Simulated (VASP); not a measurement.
# Os (Fm-3m) in VASP: notebook

The runs below take Os through electric field gradients, with LDA, PBEsol, r2SCAN.

Program: VASP 6.6.1. These are calculated values, not measurements. Logs are shortened: lines on timing, memory, paths and dates and some standing lists are left out, and cuts for length are marked.

## (1) The cell of the first run

The structure is cubic, space group Fm-3m (No. 225). The conventional cell has a = 3.890 Å, b = 3.890 Å, c = 3.890 Å, α = 90.00°, β = 90.00°, γ = 90.00°. Within 3.6 Å of Os (site symmetry m-3m) lie 12 Os at 2.75 Å.

## (2) Electric field gradients, LDA

INCAR reads:

```
ALGO = Normal ; EDIFF = 1E-8
ENCUT = 520 ; GGA = CA
ISIF = 2 ; ISMEAR = -1
LASPH = True ; LCHARG = False
LEFG = True ; LREAL = False
LWAVE = False ; NBANDS = 10
NELM = 80 ; PREC = Accurate
SIGMA = 0.03
```

KPOINTS reads:

```
k-points
0
Gamma
  14 14 14
```

POSCAR reads:

```
Os
1.0
    0.0000000000      1.9450000000      1.9450000000
    1.9450000000      0.0000000000      1.9450000000
    1.9450000000      1.9450000000      0.0000000000
Os
1
Direct
    0.0000000000      0.0000000000      0.0000000000
```

Potentials or basis: VASP PAW LDA potentials, release 64 (Os).

Started as:

```sh
$ cat potpaw_LDA.64/Os/POTCAR > POTCAR
$ mpirun -np 1 vasp_std > vasp.out
```

OUTCAR:

```text
EDIFF = 1E-8
   ENCUT = 520
   GGA = CA
   ISIF = 2
   ISMEAR = -1
   LASPH = True
   LREAL = False
   NELM = 80
   PREC = Accurate

 ion  position               nearest neighbor table
   1  0.000  0.000  0.000-

  LATTYP: Found a face centered cubic cell.
 ALAT       =     3.8900000000

  Lattice vectors:

 A1 = (   0.0000000000,   1.9450000000,   1.9450000000)
 A2 = (   1.9450000000,   0.0000000000,   1.9450000000)
 A3 = (   1.9450000000,   1.9450000000,   0.0000000000)

Analysis of symmetry for initial positions (statically):
=====================================================================
 Subroutine PRICEL returns:
 Original cell was already a primitive cell.

 Routine SETGRP: Setting up the symmetry group for a
 face centered cubic supercell.

 Subroutine GETGRP returns: Found 48 space group operations
 (whereof 48 operations were pure point group operations)
 out of a pool of 48 trial point group operations.

The static configuration has the point symmetry O_h .

Analysis of symmetry for dynamics (positions and initial velocities):
=====================================================================
 Subroutine PRICEL returns:
 Original cell was already a primitive cell.

 Routine SETGRP: Setting up the symmetry group for a
 face centered cubic supercell.

 Subroutine GETGRP returns: Found 48 space group operations
 (whereof 48 operations were pure point group operations)
 out of a pool of 48 trial point group operations.

The dynamic configuration has the point symmetry O_h .

 Subroutine INISYM returns: Found 48 space group operations
 (whereof 48 operations are pure point group operations),
 and found     1 'primitive' translations

----------------------------------------------------------------------------------------

                                     Primitive cell

  volume of cell :      14.7160

  direct lattice vectors                    reciprocal lattice vectors
     0.000000000  1.945000000  1.945000000    -0.257069409  0.257069409  0.257069409
     1.945000000  0.000000000  1.945000000     0.257069409 -0.257069409  0.257069409
     1.945000000  1.945000000  0.000000000     0.257069409  0.257069409 -0.257069409

[... 112 lines left out ...]
 non-spin polarized calculation
  energy-cutoff  :      520.00
  volume of cell :       14.72
 maximum number of plane-waves:       411
   NGX = 11   NGY = 11   NGZ = 11

 number of electron       8.0000000 magnetization

 Free energy of the ion-electron system (eV)
  ---------------------------------------------------
  ext. energy  EPLUGINS =         0.00000000
  ---------------------------------------------------
  free energy    TOTEN  =       -12.42646693 eV

  energy without entropy =      -12.42182478  energy(sigma->0) =      -12.42414585

 E-fermi :   8.4605     XC(G=0): -13.8960

 val. band max:        8.4581028280   @ k =   0.0714   0.0000   0.0000
 cond. band min:       8.4671200206   @ k =   0.3571   0.2857   0.0714
 fundamental gap:      0.0090171926
 Fermi energy:         8.4604987682

 k-point     1 :       0.0000    0.0000    0.0000
  band No.  band energies     occupation
      1      -1.7911      2.00000
      2       5.7062      2.00000
      3       5.7062      2.00000
      4       5.7062      2.00000
      5       8.5271      0.19569
      6       8.5271      0.19569
      7      22.8767      0.00000
      8      28.3377      0.00000
      9      28.3377      0.00000
     10      28.3377      0.00000
[... 287 lines left out ...]
 k-point    24 :       0.2857    0.1429    0.0000
  band No.  band energies     occupation
      1       0.9537      2.00000
      2       4.2710      2.00000
      3       6.0482      2.00000
      4       6.8530      2.00000
      5       8.2232      1.99927
      6       9.5222      0.00000
      7      23.7841      0.00000
      8      26.7580      0.00000
      9      28.8686      0.00000
     10      29.7188      0.00000

 [... further k-points ...]
[... 5 lines left out ...]
  --------------------------------------------------------------------------------------
  -------------------------------------------------------------------------------------
  Total       -2.2849708     -2.2849708     -2.2849708     -0.0000000     -0.0000000      0.0000000
  in kB     -248.7725274   -248.7725274   -248.7725274     -0.0000000     -0.0000000      0.0000000
  external PRESSURE =    -248.7725274 kB  Pullay stress =       0.0000000 kB

 VOLUME and BASIS-vectors are now :
 -----------------------------------------------------------------------------
  energy-cutoff  :      520.00
  volume of cell :       14.72
      direct lattice vectors                 reciprocal lattice vectors
     0.000000000  1.945000000  1.945000000    -0.257069409  0.257069409  0.257069409
     1.945000000  0.000000000  1.945000000     0.257069409 -0.257069409  0.257069409
     1.945000000  1.945000000  0.000000000     0.257069409  0.257069409 -0.257069409

 POSITION                                       TOTAL-FORCE (eV/Angst)
 -----------------------------------------------------------------------------------
      0.00000      0.00000      0.00000         0.000000      0.000000     -0.000000
 -----------------------------------------------------------------------------------
    total drift:                                0.000000      0.000000     -0.000000

  FREE ENERGIE OF THE ION-ELECTRON SYSTEM (eV)
  ---------------------------------------------------
  free  energy   TOTEN  =       -12.4264669285 eV

  energy  without entropy=      -12.4218247815  energy(sigma->0) =      -12.42414585

 Electric field gradients (V/A^2)
---------------------------------------------------------------------
 ion       V_xx      V_yy      V_zz      V_xy      V_xz      V_yz
---------------------------------------------------------------------
   1      -0.000    -0.000     0.000    -0.000    -0.000    -0.000
---------------------------------------------------------------------

 Electric field gradients after diagonalization (V/A^2)
 (convention: |V_zz| > |V_xx| > |V_yy|)
----------------------------------------------------------------------
 ion       V_xx      V_yy      V_zz     asymmetry (V_yy - V_xx)/ V_zz
----------------------------------------------------------------------
   1       0.000     0.000    -0.000       0.000
----------------------------------------------------------------------

           NMR quadrupolar parameters

 Cq : quadrupolar parameter    Cq=e*Q*V_zz/h
 eta: asymmetry parameters     (V_yy - V_xx)/ V_zz
 Q  : nuclear electric quadrupole moment in mb (millibarn)
----------------------------------------------------------------------
 ion       Cq(MHz)       eta       Q (mb)
----------------------------------------------------------------------
   1      -0.000       0.000       1.000
----------------------------------------------------------------------
```

stdout:

```text
POSCAR found type information on POSCAR Os
 POSCAR found :  1 types and       1 ions
 scaLAPACK will be used
 LDA part: xc-table for (Slater(with rela. corr.)+CA(PZ))
 , standard interpolation
 POSCAR, INCAR and KPOINTS ok, starting setup
 FFT: planning ... GRIDC
 FFT: planning ... GRID_SOFT
 FFT: planning ... GRID
 WAVECAR not read
 entering main loop
ion   1
```

Run time: 5.8 s. Hardware: 1 thread of Intel Xeon 6975P-C (Granite Rapids), shared host; peak memory 0.13 GiB.

Results:

- Free energy: -12.4265 eV
- Pressure: -24.9 GPa
- Band gap on the k mesh: zero (band 4 reaches 10.86 eV, above the bottom of band 5 at 7.25 eV)

Caveat: without QUAD_EFG the Cq values of the log hold for a quadrupole moment of 1 mb, not for the nuclei; spin-orbit coupling is left out, which moves the levels of the heavy elements.

## (3) Electric field gradients, PBEsol

INCAR reads:

```
PREC = Accurate ; ENCUT = 520
EDIFF = 1E-8 ; ISMEAR = -1
SIGMA = 0.03 ; LREAL = False
LASPH = True ; NELM = 60
ALGO = Normal ; ISIF = 2
LWAVE = False ; LCHARG = False
GGA = PS ; LEFG = True
NBANDS = 10
```

KPOINTS reads:

```
regular mesh
0
Gamma
  14 14 14
```

POSCAR is that of step 2.

Potentials or basis: VASP PAW PBE potentials, release 64 (Os).

Started as:

```sh
$ cat potpaw_PBE.64/Os/POTCAR > POTCAR
$ mpirun -np 1 vasp_std > vasp.out
```

OUTCAR:

```text
PREC = Accurate
   ENCUT = 520
   EDIFF = 1E-8
   ISMEAR = -1
   LREAL = False
   LASPH = True
   NELM = 60
   ISIF = 2
   GGA = PS

 ion  position               nearest neighbor table
   1  0.000  0.000  0.000-

  LATTYP: Found a face centered cubic cell.
 ALAT       =     3.8900000000

  Lattice vectors:

 A1 = (   0.0000000000,   1.9450000000,   1.9450000000)
 A2 = (   1.9450000000,   0.0000000000,   1.9450000000)
 A3 = (   1.9450000000,   1.9450000000,   0.0000000000)

Analysis of symmetry for initial positions (statically):
=====================================================================
 Subroutine PRICEL returns:
 Original cell was already a primitive cell.

 Routine SETGRP: Setting up the symmetry group for a
 face centered cubic supercell.
[... 492 lines left out ...]
  in kB     -199.9226749   -199.9226749   -199.9226749      0.0000000      0.0000000      0.0000000
  external PRESSURE =    -199.9226749 kB  Pullay stress =       0.0000000 kB

 VOLUME and BASIS-vectors are now :
 -----------------------------------------------------------------------------
  energy-cutoff  :      520.00
  volume of cell :       14.72
      direct lattice vectors                 reciprocal lattice vectors
     0.000000000  1.945000000  1.945000000    -0.257069409  0.257069409  0.257069409
     1.945000000  0.000000000  1.945000000     0.257069409 -0.257069409  0.257069409
     1.945000000  1.945000000  0.000000000     0.257069409  0.257069409 -0.257069409

 POSITION                                       TOTAL-FORCE (eV/Angst)
 -----------------------------------------------------------------------------------
      0.00000      0.00000      0.00000        -0.000000      0.000000      0.000000
 -----------------------------------------------------------------------------------
    total drift:                                0.000000      0.000000     -0.000000

  FREE ENERGIE OF THE ION-ELECTRON SYSTEM (eV)
  ---------------------------------------------------
  free  energy   TOTEN  =       -12.0440126698 eV

  energy  without entropy=      -12.0394309360  energy(sigma->0) =      -12.04172180

 Electric field gradients (V/A^2)
---------------------------------------------------------------------
 ion       V_xx      V_yy      V_zz      V_xy      V_xz      V_yz
---------------------------------------------------------------------
   1      -0.000    -0.000     0.000    -0.000    -0.000    -0.000
---------------------------------------------------------------------

 Electric field gradients after diagonalization (V/A^2)
 (convention: |V_zz| > |V_xx| > |V_yy|)
----------------------------------------------------------------------
 ion       V_xx      V_yy      V_zz     asymmetry (V_yy - V_xx)/ V_zz
----------------------------------------------------------------------
   1       0.000     0.000    -0.000       0.000
----------------------------------------------------------------------

           NMR quadrupolar parameters

 Cq : quadrupolar parameter    Cq=e*Q*V_zz/h
 eta: asymmetry parameters     (V_yy - V_xx)/ V_zz
 Q  : nuclear electric quadrupole moment in mb (millibarn)
----------------------------------------------------------------------
 ion       Cq(MHz)       eta       Q (mb)
----------------------------------------------------------------------
   1      -0.000       0.000       1.000
----------------------------------------------------------------------
```

Wall time 8.8 s (1 thread of Intel Xeon 6975P-C (Granite Rapids), shared host); peak memory 0.13 GiB.

What came out:

```
Free energy            : -12.0440 eV
Pressure               : -20.0 GPa
Band gap on the k mesh : zero (band 4 reaches 10.67 eV, above the bottom of band 5 at 7.19 eV)
```

Caveat: without QUAD_EFG the Cq values of the log hold for a quadrupole moment of 1 mb, not for the nuclei; the PAW data sets were made with another functional, which shifts forces and pressure a little; spin-orbit coupling is left out, which moves the levels of the heavy elements.

[end of part 1 of 2]
